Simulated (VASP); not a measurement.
# AlAu (Pm-3m) in VASP: a series of runs, part 2 of 2

VASP 6.6.1.

### Step 3. Relaxation of the atoms, LDA

This run uses another cell than the first one, of 10.89 Å³/atom, 1.083 times its volume.

File INCAR:

```
SYSTEM = AlAu
ALGO = Normal ; EDIFF = 1E-6
EDIFFG = -0.01 ; ENCUT = 520
GGA = CA ; IBRION = 2
ISIF = 2 ; ISMEAR = -1
LASPH = .TRUE. ; LCHARG = .FALSE.
LREAL = .FALSE. ; LWAVE = .FALSE.
NELM = 80 ; NSW = 50
PREC = Accurate ; SIGMA = 0.05
```

File KPOINTS:

```
k-points
0
G
  11 11 11
  0 0 0
```

File POSCAR:

```
AlAu
1.0
    2.7927046338      0.0000000000      0.0000000000
    0.0000000000      2.7927046338      0.0000000000
    0.0000000000      0.0000000000      2.7927046338
Al Au
1 1
Direct
    0.0000000000      0.0000000000      0.0000000000
    0.5000000000      0.5000000000      0.5000000000
```

Potentials or basis: VASP PAW LDA potentials, release 64 (Al, Au).

Started as:

```console
cat potpaw_LDA.64/Al/POTCAR potpaw_LDA.64/Au/POTCAR > POTCAR
mpirun -np 1 vasp_std > vasp.out
```

OUTCAR:

```text
SYSTEM = AlAu
   EDIFF = 1E-6
   EDIFFG = -0.01
   ENCUT = 520
   GGA = CA
   IBRION = 2
   ISIF = 2
   ISMEAR = -1
   LASPH = .TRUE.
   LREAL = .FALSE.
   NELM = 80
   NSW = 50
   PREC = Accurate

 ion  position               nearest neighbor table
   1  0.000  0.000  0.000-   2 2.42   2 2.42   2 2.42   2 2.42   2 2.42   2 2.42   2 2.42   2 2.42

   2  0.500  0.500  0.500-   1 2.42   1 2.42   1 2.42   1 2.42   1 2.42   1 2.42   1 2.42   1 2.42

  LATTYP: Found a simple cubic cell.
 ALAT       =     2.7927046338

  Lattice vectors:

 A1 = (   2.7927046338,   0.0000000000,   0.0000000000)
 A2 = (   0.0000000000,   2.7927046338,   0.0000000000)
 A3 = (   0.0000000000,   0.0000000000,   2.7927046338)

Analysis of symmetry for initial positions (statically):
=====================================================================
 Subroutine PRICEL returns:
 Original cell was already a primitive cell.

 Routine SETGRP: Setting up the symmetry group for a
 simple cubic supercell.

 Subroutine GETGRP returns: Found 48 space group operations
 (whereof 48 operations were pure point group operations)
 out of a pool of 48 trial point group operations.

The static configuration has the point symmetry O_h .

Analysis of symmetry for dynamics (positions and initial velocities):
=====================================================================
 Subroutine PRICEL returns:
 Original cell was already a primitive cell.

 Routine SETGRP: Setting up the symmetry group for a
 simple cubic supercell.

 Subroutine GETGRP returns: Found 48 space group operations
 (whereof 48 operations were pure point group operations)
 out of a pool of 48 trial point group operations.

The dynamic configuration has the point symmetry O_h .

 Subroutine INISYM returns: Found 48 space group operations
 (whereof 48 operations are pure point group operations),
 and found     1 'primitive' translations

----------------------------------------------------------------------------------------

                                     Primitive cell

  volume of cell :      21.7809

  direct lattice vectors                    reciprocal lattice vectors
     2.792704634  0.000000000  0.000000000     0.358075819  0.000000000  0.000000000
     0.000000000  2.792704634  0.000000000     0.000000000  0.358075819  0.000000000
     0.000000000  0.000000000  2.792704634     0.000000000  0.000000000  0.358075819

  length of vectors
     2.792704634  2.792704634  2.792704634     0.358075819  0.358075819  0.358075819

  position of ions in fractional coordinates (direct lattice)
     0.000000000  0.000000000  0.000000000
     0.500000000  0.500000000  0.500000000

  ion indices of the primitive-cell ions
   primitive index   ion index
                 1           1
                 2           2

----------------------------------------------------------------------------------------

 KPOINTS: k-points

Automatic generation of k-mesh.
 Grid dimensions read from file:
 generate k-points for:   11   11   11

 Generating k-lattice:

  Cartesian coordinates                     Fractional coordinates (reciprocal lattice)
     0.032552347  0.000000000  0.000000000     0.090909091  0.000000000  0.000000000
[... 40 lines left out ...]
 [... further k-points ...]
   k-points           NKPTS =     56   k-points in BZ     NKDIM =     56   number of bands    NBANDS=     11
   number of dos      NEDOS =    301   number of ions     NIONS =      2
   total plane-waves  NPLWV =  13824
   dimension x,y,z NGX =    24 NGY =   24 NGZ =   24
   dimension x,y,z NGXF=    48 NGYF=   48 NGZF=   48
   ions per type =               1   1
   NGX,Y,Z   is equivalent  to a cutoff of  14.29, 14.29, 14.29 a.u.
   NGXF,Y,Z  is equivalent  to a cutoff of  28.57, 28.57, 28.57 a.u.
 SYSTEM =  AlAu
   PREC   = accura    normal or accurate (medium, high low for compatibility)
   ISTART =      0    job   : 0-new  1-cont  2-samecut
   ICHARG =      2    charge: 1-file 2-atom 10-const
   ISPIN  =      1    spin polarized calculation?
   LNONCOLLINEAR =      F non collinear calculations
   LSORBIT =      F    spin-orbit coupling
   LASPH  =      T    aspherical Exc in radial PAW
   ENCUT  =  520.0 eV  38.22 Ry    6.18 a.u.   5.19  5.19  5.19*2*pi/ulx,y,z
   NELM   =     80;   NELMIN=  2; NELMDL= -5     # of ELM steps
   EDIFF  = 0.1E-05   stopping-criterion for ELM
   LREAL  =      F    real-space projection
   EDIFFG = -.1E-01   stopping-criterion for IOM
   NSW    =     50    number of steps for IOM
   IBRION =      2    ionic relax: 0-MD 1-quasi-New 2-CG
   NFREE  =      1    steps in history (QN), initial steepest desc. (CG)
   ISIF   =      2    stress and relaxation
   ISYM   =      2    0-nonsym 1-usesym 2-fastsym
   POTIM  = 0.5000    time-step for ionic-motion
   TEBEG  =    0.0;   TEEND  =   0.0 temperature during run
   PSTRESS=    0.0 pullay stress
   NELECT =      14.0000    total number of electrons
   NUPDOWN=      -1.0000    fix difference up-down
   EMIN   =  10.00;   EMAX   =-10.00  energy-range for DOS
   EFERMI =   0.00;   METHOD = LEGACY
   ISMEAR =    -1;   SIGMA  =   0.05  broadening in eV -4-tet -1-fermi 0-gaus
   EFERMI_NEDOS =   21; number of points for ismear=-14 and -15
   IALGO  =     38    algorithm
   IMIX   =      4    mixing-type and parameters
     AMIX     =   0.40;   BMIX     =  1.00
     AMIX_MAG =   1.60;   BMIX_MAG =  1.00
  volume/ion in A,a.u.               =      10.89        73.49
  Fermi-wavevector in a.u.,A,eV,Ry     =   1.412838  2.669878 27.158759  1.996112
  Thomas-Fermi vector in A             =   2.534546
   LORBIT       =      0    0 simple, 1 ext, 2 COOP (PROOUT), +10 PAW based schemes
   GGA     = CA    functional components
   LHFCALC =     F    Hartree Fock is set to
   AEXX    =    0.0000 exact exchange contribution
   IVDW    =     0    specifies the selected vdW correction
   LEPSILON=     F    determine dielectric tensor
   LRPA    =     F    only Hartree local field effects (RPA)
 conjugate gradient relaxation of ions
 non-spin polarized calculation
  energy-cutoff  :      520.00
  volume of cell :       21.78
 maximum number of plane-waves:       603
 NGX is ok and might be reduce to    24
   NGX = 11   NGY = 11   NGZ = 11

 number of electron      13.9999998 magnetization

 Free energy of the ion-electron system (eV)
  ---------------------------------------------------
  ext. energy  EPLUGINS =         0.00000000
  ---------------------------------------------------
  free energy    TOTEN  =        -6.54350804 eV

  energy without entropy =       -6.53961405  energy(sigma->0) =       -6.54156104

 E-fermi :  17.5273     XC(G=0): -13.9144

 val. band max:       17.5116025339   @ k =   0.4545   0.4545   0.3636
 cond. band min:      17.5766981134   @ k =   0.4545   0.3636   0.0000
 fundamental gap:      0.0650955795
 Fermi energy:        17.5272885759

 k-point     1 :       0.0000    0.0000    0.0000
  band No.  band energies     occupation
      1       0.9649      2.00000
      2       6.4157      2.00000
      3       6.4157      2.00000
      4      10.4967      2.00000
      5      10.4967      2.00000
      6      10.4967      2.00000
      7      20.0834      0.00000
      8      20.0834      0.00000
      9      20.0834      0.00000
     10      25.4845      0.00000
     11      25.4845      0.00000
[... 309 lines left out ...]
 k-point    24 :       0.2727    0.0909    0.0909
  band No.  band energies     occupation
      1       2.9141      2.00000
      2       7.0122      2.00000
      3       7.2532      2.00000
      4       9.1565      2.00000
      5       9.2794      2.00000
      6      10.2928      2.00000
      7      15.8079      2.00000
      8      21.2017      0.00000
      9      21.4673      0.00000
     10      24.2100      0.00000
     11      28.6818      0.00000

 [... further k-points ...]

------------------------ aborting loop because EDIFF is reached ----------------------------------------

  FORCE on cell =-STRESS in cart. coord.  units (eV):
  Direction    XX          YY          ZZ          XY          YZ          ZX
  --------------------------------------------------------------------------------------
  -------------------------------------------------------------------------------------
  Total       17.4324399     17.4324399     17.4324399     -0.0000000     -0.0000000     -0.0000000
  in kB     1282.3121025   1282.3121025   1282.3121025     -0.0000000     -0.0000000     -0.0000000
  external PRESSURE =    1282.3121025 kB  Pullay stress =       0.0000000 kB

 VOLUME and BASIS-vectors are now :
 -----------------------------------------------------------------------------
  energy-cutoff  :      520.00
  volume of cell :       21.78
      direct lattice vectors                 reciprocal lattice vectors
     2.792704634  0.000000000  0.000000000     0.358075819  0.000000000  0.000000000
     0.000000000  2.792704634  0.000000000     0.000000000  0.358075819  0.000000000
     0.000000000  0.000000000  2.792704634     0.000000000  0.000000000  0.358075819

 POSITION                                       TOTAL-FORCE (eV/Angst)
 -----------------------------------------------------------------------------------
      0.00000      0.00000      0.00000         0.000000      0.000000      0.000000
      1.39635      1.39635      1.39635         0.000000      0.000000      0.000000
 -----------------------------------------------------------------------------------
    total drift:                                0.000000     -0.000000     -0.000000

  FREE ENERGIE OF THE ION-ELECTRON SYSTEM (eV)
  ---------------------------------------------------
  free  energy   TOTEN  =        -6.5435080426 eV

  energy  without entropy=       -6.5396140467  energy(sigma->0) =       -6.54156104

 reached required accuracy - stopping structural energy minimisation
```

CONTCAR:

```text
AlAu
   1.00000000000000
     2.7927046338000001    0.0000000000000000    0.0000000000000000
     0.0000000000000000    2.7927046338000001    0.0000000000000000
     0.0000000000000000    0.0000000000000000    2.7927046338000001
  Al              Au
     1     1
Direct
     0.0000000000000000    0.0000000000000000    0.0000000000000000
     0.5000000000000000    0.5000000000000000    0.5000000000000000

  0.00000000E+00  0.00000000E+00  0.00000000E+00
  0.00000000E+00  0.00000000E+00  0.00000000E+00
```

It took 4 s on 1 thread of Intel Xeon Platinum 8559C (Emerald Rapids), shared host; peak memory 0.14 GiB.

What came out:

- Free energy: -6.5435 eV
- Pressure after relaxing: 128.2 GPa
- Band gap on the k mesh: zero (band 7 reaches 20.08 eV, above the bottom of band 8 at 16.55 eV)

Final structure:
```
CELL_PARAMETERS angstrom
2.79270 0.00000 0.00000
0.00000 2.79270 0.00000
0.00000 0.00000 2.79270
ATOMIC_POSITIONS crystal
Al 0.00000 0.00000 0.00000
Au 0.50000 0.50000 0.50000
```

Caveat: the relaxation stopped at its first step, so nothing moved; spin-orbit coupling is left out, which moves the levels of the heavy elements.
